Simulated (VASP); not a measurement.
# NaCl (F-43m) in VASP: notebook, part 2 of 2

VASP 6.6.1.

## (3) Single point, PBE

This run uses another cell than the first one, of 29.43 Å³/atom, 1.111 times its volume.

Input file INCAR:

```
SYSTEM = NaCl
PREC = Accurate
ENCUT = 520
EDIFF = 1E-6
ISMEAR = 0
SIGMA = 0.01
LREAL = .FALSE.
LASPH = .TRUE.
NELM = 60
ALGO = Normal
ISIF = 2
LWAVE = .FALSE.
LCHARG = .FALSE.
GGA = PE
NBANDS = 14
```

Input file KPOINTS:

```
regular mesh
0
G
  4 4 4
  0 0 0
```

Input file POSCAR:

```
NaCl
1.0
    0.0000000000      3.0872727977      3.0872727977
    3.0872727977      0.0000000000      3.0872727977
    3.0872727977      3.0872727977      0.0000000000
Na Cl
1 1
Direct
    0.0000000000      0.0000000000      0.0000000000
    0.2500000000      0.2500000000      0.2500000000
```

Potentials or basis: VASP PAW PBE potentials, release 64 (Na_pv, Cl).

The run is started by

```bash
> cat potpaw_PBE.64/Na_pv/POTCAR potpaw_PBE.64/Cl/POTCAR > POTCAR
> mpirun -np 1 vasp_std > vasp.out
```

OUTCAR:

```text
SYSTEM = NaCl
   PREC = Accurate
   ENCUT = 520
   EDIFF = 1E-6
   ISMEAR = 0
   LREAL = .FALSE.
   LASPH = .TRUE.
   NELM = 60
   ISIF = 2
   GGA = PE

 ion  position               nearest neighbor table
   1  0.000  0.000  0.000-   2 2.67   2 2.67   2 2.67   2 2.67
   2  0.250  0.250  0.250-   1 2.67   1 2.67   1 2.67   1 2.67

  LATTYP: Found a face centered cubic cell.
 ALAT       =     6.1745455954

  Lattice vectors:

 A1 = (   0.0000000000,   3.0872727977,   3.0872727977)
 A2 = (   3.0872727977,   0.0000000000,   3.0872727977)
 A3 = (   3.0872727977,   3.0872727977,   0.0000000000)

Analysis of symmetry for initial positions (statically):
=====================================================================
 Subroutine PRICEL returns:
 Original cell was already a primitive cell.

 Routine SETGRP: Setting up the symmetry group for a
 face centered cubic supercell.

 Subroutine GETGRP returns: Found 24 space group operations
 (whereof 24 operations were pure point group operations)
 out of a pool of 48 trial point group operations.

The static configuration has the point symmetry T_d .

Analysis of symmetry for dynamics (positions and initial velocities):
=====================================================================
 Subroutine PRICEL returns:
 Original cell was already a primitive cell.

 Routine SETGRP: Setting up the symmetry group for a
 face centered cubic supercell.

 Subroutine GETGRP returns: Found 24 space group operations
 (whereof 24 operations were pure point group operations)
 out of a pool of 48 trial point group operations.

The dynamic configuration has the point symmetry T_d .

 Subroutine INISYM returns: Found 24 space group operations
 (whereof 24 operations are pure point group operations),
 and found     1 'primitive' translations

----------------------------------------------------------------------------------------

                                     Primitive cell

  volume of cell :      58.8512

  direct lattice vectors                    reciprocal lattice vectors
     0.000000000  3.087272798  3.087272798    -0.161955238  0.161955238  0.161955238
     3.087272798  0.000000000  3.087272798     0.161955238 -0.161955238  0.161955238
     3.087272798  3.087272798  0.000000000     0.161955238  0.161955238 -0.161955238

  length of vectors
     4.366063061  4.366063061  4.366063061     0.280514700  0.280514700  0.280514700

  position of ions in fractional coordinates (direct lattice)
     0.000000000  0.000000000  0.000000000
     0.250000000  0.250000000  0.250000000

  ion indices of the primitive-cell ions
   primitive index   ion index
                 1           1
                 2           2

----------------------------------------------------------------------------------------

 KPOINTS: regular mesh

Automatic generation of k-mesh.
 Grid dimensions read from file:
 generate k-points for:    4    4    4

 Generating k-lattice:

  Cartesian coordinates                     Fractional coordinates (reciprocal lattice)
    -0.040488809  0.040488809  0.040488809     0.250000000  0.000000000  0.000000000
     0.040488809 -0.040488809  0.040488809     0.000000000  0.250000000  0.000000000
[... 23 lines left out ...]
   k-points           NKPTS =      8   k-points in BZ     NKDIM =      8   number of bands    NBANDS=     14
   number of dos      NEDOS =    301   number of ions     NIONS =      2
   total plane-waves  NPLWV =  32768
   dimension x,y,z NGX =    32 NGY =   32 NGZ =   32
   dimension x,y,z NGXF=    64 NGYF=   64 NGZF=   64
   ions per type =               1   1
   NGX,Y,Z   is equivalent  to a cutoff of  12.18, 12.18, 12.18 a.u.
   NGXF,Y,Z  is equivalent  to a cutoff of  24.37, 24.37, 24.37 a.u.
 SYSTEM =  NaCl
   PREC   = accura    normal or accurate (medium, high low for compatibility)
   ISTART =      0    job   : 0-new  1-cont  2-samecut
   ICHARG =      2    charge: 1-file 2-atom 10-const
   ISPIN  =      1    spin polarized calculation?
   LNONCOLLINEAR =      F non collinear calculations
   LSORBIT =      F    spin-orbit coupling
   LASPH  =      T    aspherical Exc in radial PAW
   ENCUT  =  520.0 eV  38.22 Ry    6.18 a.u.   8.12  8.12  8.12*2*pi/ulx,y,z
   NELM   =     60;   NELMIN=  2; NELMDL= -5     # of ELM steps
   EDIFF  = 0.1E-05   stopping-criterion for ELM
   LREAL  =      F    real-space projection
   EDIFFG = 0.1E-04   stopping-criterion for IOM
   NSW    =      0    number of steps for IOM
   IBRION =     -1    ionic relax: 0-MD 1-quasi-New 2-CG
   NFREE  =      0    steps in history (QN), initial steepest desc. (CG)
   ISIF   =      2    stress and relaxation
   ISYM   =      2    0-nonsym 1-usesym 2-fastsym
   POTIM  = 0.5000    time-step for ionic-motion
   TEBEG  =    0.0;   TEEND  =   0.0 temperature during run
   PSTRESS=    0.0 pullay stress
   NELECT =      14.0000    total number of electrons
   NUPDOWN=      -1.0000    fix difference up-down
   EMIN   =  10.00;   EMAX   =-10.00  energy-range for DOS
   EFERMI =   0.00;   METHOD = LEGACY
   ISMEAR =     0;   SIGMA  =   0.01  broadening in eV -4-tet -1-fermi 0-gaus
   EFERMI_NEDOS =   21; number of points for ismear=-14 and -15
   IALGO  =     38    algorithm
   IMIX   =      4    mixing-type and parameters
     AMIX     =   0.40;   BMIX     =  1.00
     AMIX_MAG =   1.60;   BMIX_MAG =  1.00
  volume/ion in A,a.u.               =      29.43       198.57
  Fermi-wavevector in a.u.,A,eV,Ry     =   1.014376  1.916894 13.999846  1.028960
  Thomas-Fermi vector in A             =   2.147600
   LORBIT       =      0    0 simple, 1 ext, 2 COOP (PROOUT), +10 PAW based schemes
   GGA     = PE    functional components
   LHFCALC =     F    Hartree Fock is set to
   AEXX    =    0.0000 exact exchange contribution
   IVDW    =     0    specifies the selected vdW correction
   LEPSILON=     F    determine dielectric tensor
   LRPA    =     F    only Hartree local field effects (RPA)
 non-spin polarized calculation
 Gauss-broadening in eV      SIGMA  =   0.01
  energy-cutoff  :      520.00
  volume of cell :       58.85
 maximum number of plane-waves:      1604
   NGX = 17   NGY = 17   NGZ = 17

 number of electron      13.9999997 magnetization

 Free energy of the ion-electron system (eV)
  ---------------------------------------------------
  ext. energy  EPLUGINS =         0.00000000
  ---------------------------------------------------
  free energy    TOTEN  =        -6.63745966 eV

  energy without entropy =       -6.63745966  energy(sigma->0) =       -6.63745966

 E-fermi :  -2.3447     XC(G=0):  -6.8565

 val. band max:       -2.4001862420   @ k =   0.0000   0.0000   0.0000
 cond. band min:       2.5403722815   @ k =   0.0000   0.0000   0.0000
 fundamental gap:      4.9405585235
 Fermi energy:        -2.3446728622

 k-point     1 :       0.0000    0.0000    0.0000
  band No.  band energies     occupation
      1     -23.0004      2.00000
      2     -23.0004      2.00000
      3     -23.0004      2.00000
      4     -14.5192      2.00000
      5      -2.4002      2.00000
      6      -2.4002      2.00000
      7      -2.4002      2.00000
      8       2.5404      0.00000
      9       8.8244      0.00000
     10       8.8244      0.00000
     11       8.8244      0.00000
     12      10.6017      0.00000
     13      10.6017      0.00000
     14      13.0431      0.00000
[... 105 lines left out ...]
      1     -23.0141      2.00000
      2     -23.0060      2.00000
      3     -23.0043      2.00000
      4     -14.3269      2.00000
      5      -3.0799      2.00000
      6      -3.0234      2.00000
      7      -2.7453      2.00000
      8       5.4535      0.00000
      9       7.1906      0.00000
     10       7.6650      0.00000
     11       8.2334      0.00000
     12      11.7709      0.00000
     13      11.9345      0.00000
     14      12.8425      0.00000

------------------------ aborting loop because EDIFF is reached ----------------------------------------

  FORCE on cell =-STRESS in cart. coord.  units (eV):
  Direction    XX          YY          ZZ          XY          YZ          ZX
  --------------------------------------------------------------------------------------
  -------------------------------------------------------------------------------------
  Total        0.2545270      0.2545270      0.2545270     -0.0000000      0.0000000      0.0000000
  in kB        6.9292997      6.9292997      6.9292997     -0.0000000      0.0000000      0.0000000
  external PRESSURE =       6.9292997 kB  Pullay stress =       0.0000000 kB

 VOLUME and BASIS-vectors are now :
 -----------------------------------------------------------------------------
  energy-cutoff  :      520.00
  volume of cell :       58.85
      direct lattice vectors                 reciprocal lattice vectors
     0.000000000  3.087272798  3.087272798    -0.161955238  0.161955238  0.161955238
     3.087272798  0.000000000  3.087272798     0.161955238 -0.161955238  0.161955238
     3.087272798  3.087272798  0.000000000     0.161955238  0.161955238 -0.161955238

 POSITION                                       TOTAL-FORCE (eV/Angst)
 -----------------------------------------------------------------------------------
      0.00000      0.00000      0.00000        -0.000000     -0.000000     -0.000000
      1.54364      1.54364      1.54364         0.000000      0.000000      0.000000
 -----------------------------------------------------------------------------------
    total drift:                                0.000002      0.000002      0.000003

  FREE ENERGIE OF THE ION-ELECTRON SYSTEM (eV)
  ---------------------------------------------------
  free  energy   TOTEN  =        -6.6374596576 eV

  energy  without entropy=       -6.6374596576  energy(sigma->0) =       -6.63745966
```

OSZICAR:

```text
N       E                     dE             d eps       ncg     rms          rms(c)
DAV:   1     0.973135762562E+02    0.97314E+02   -0.69681E+03   224   0.898E+02
DAV:   2     0.222153392685E+01   -0.95092E+02   -0.88851E+02   236   0.251E+02
DAV:   3    -0.677549376959E+01   -0.89970E+01   -0.89441E+01   284   0.730E+01
DAV:   4    -0.693812624196E+01   -0.16263E+00   -0.16256E+00   272   0.109E+01
DAV:   5    -0.694157605853E+01   -0.34498E-02   -0.34495E-02   296   0.159E+00    0.236E+00
DAV:   6    -0.663678599160E+01    0.30479E+00   -0.55300E-01   262   0.372E+00    0.173E+00
DAV:   7    -0.662030833605E+01    0.16478E-01   -0.12400E-01   302   0.176E+00    0.117E+00
DAV:   8    -0.663610378395E+01   -0.15795E-01   -0.13448E-02   230   0.863E-01    0.257E-01
DAV:   9    -0.663637217467E+01   -0.26839E-03   -0.30213E-04   302   0.134E-01    0.160E-01
DAV:  10    -0.663745578604E+01   -0.10836E-02   -0.13541E-03   242   0.218E-01    0.659E-02
DAV:  11    -0.663744869378E+01    0.70923E-05   -0.16780E-05   310   0.443E-02    0.185E-02
DAV:  12    -0.663745867591E+01   -0.99821E-05   -0.11534E-05   248   0.267E-02    0.389E-03
DAV:  13    -0.663745965757E+01   -0.98166E-06   -0.11974E-06   272   0.664E-03
   1 F= -.66374597E+01 E0= -.66374597E+01  d E =-.109198E-16
```

stdout:

```text
POSCAR found type information on POSCAR NaCl
 POSCAR found :  2 types and       2 ions
 scaLAPACK will be used
 LDA part: xc-table for (Slater+PW92), standard interpolation
 POSCAR, INCAR and KPOINTS ok, starting setup
 FFT: planning ... GRIDC
 FFT: planning ... GRID_SOFT
 FFT: planning ... GRID
 WAVECAR not read
 entering main loop
```

Wall time 7.4 s (1 thread of Intel Xeon Platinum 8488C (Sapphire Rapids), shared host); peak memory 0.16 GiB.

Results:

```
Free energy            : -6.6375 eV
Pressure               : 0.7 GPa
Band gap on the k mesh : 4.94 eV, direct
```

Caveat: the k points lie up to 0.44 Å⁻¹ apart. Expect the measured gap to be larger: semilocal functionals such as PBE lack the derivative discontinuity.

## (4) Single point, PBE (volume changed by -5%)

Input file INCAR:

```
SYSTEM = NaCl
PREC     = Accurate       ! precision mode
ENCUT    = 520            ! plane-wave cutoff, eV
EDIFF    = 1E-6           ! SCF threshold, eV
ISMEAR   = 0              ! smearing method
SIGMA    = 0.01           ! smearing width, eV
LREAL    = .FALSE.        ! projectors in reciprocal space
LASPH    = .TRUE.         ! aspherical terms in the spheres
NELM     = 100            ! most SCF steps
ALGO     = Normal         ! electronic algorithm
ISIF     = 2              ! what is computed and relaxed
LWAVE    = .FALSE.        ! write WAVECAR
LCHARG   = .FALSE.        ! write CHGCAR
GGA      = PE             ! functional
NBANDS   = 14             ! bands
```

KPOINTS is that of step 3.

Input file POSCAR:

```
NaCl
1.0
    0.0000000000      3.0349360294      3.0349360294
    3.0349360294      0.0000000000      3.0349360294
    3.0349360294      3.0349360294      0.0000000000
Na Cl
1 1
Direct
    0.0000000000      0.0000000000      0.0000000000
    0.2500000000      0.2500000000      0.2500000000
```

The run is started by

```bash
> cat potpaw_PBE.64/Na_pv/POTCAR potpaw_PBE.64/Cl/POTCAR > POTCAR
> mpirun -np 1 vasp_std > vasp.out
```

It took 8 s on 1 thread of Intel Xeon Platinum 8488C (Sapphire Rapids), shared host; peak memory 0.16 GiB.

The run converged. Its results:

| Quantity | Value |
| --- | --- |
| Free energy | -6.6139 eV |
| Pressure | 1.8 GPa |
| Band gap on the k mesh | 5.07 eV, direct |

Levels at points of the mesh, in eV from the valence-band top:
```tsv
k point	band 4	band 5	band 6	band 7	band 8	band 9	band 10	band 11
(0.00, 0.00, 0.00)	-12.18	0.00	0.00	0.00	5.07	11.39	11.39	11.39
(0.50, 0.00, 0.00)	-12.01	-1.15	-0.10	-0.10	7.74	9.16	10.78	10.78
(0.50, 0.50, 0.00)	-11.95	-1.05	-0.32	-0.32	7.07	9.16	11.01	13.54
```

Caveat: the k points lie up to 0.45 Å⁻¹ apart; the cell differs from its parent crystal (volume changed by -5%).

## (5) Overview

```csv
cell,gap on the mesh (eV),pressure (GPa)
"a = 4.215 Å, angles 60.0°, 2 atoms",5.21,3.3
"a = 4.366 Å, angles 60.0°, 2 atoms",4.94,0.7
"a = 4.292 Å, angles 60.0°, 2 atoms",5.07,1.8
```

Alike in all rows: task single point; level PBE; potentials or basis VASP PAW PBE potentials, release 64 (Na_pv, Cl); no spin polarisation; k mesh 4 × 4 × 4; cutoff (eV) 520; smearing gaussian 0.01 eV.

Caveats: all runs use coarse meshes.

Absolute energies hang on the potentials; compare differences alone.
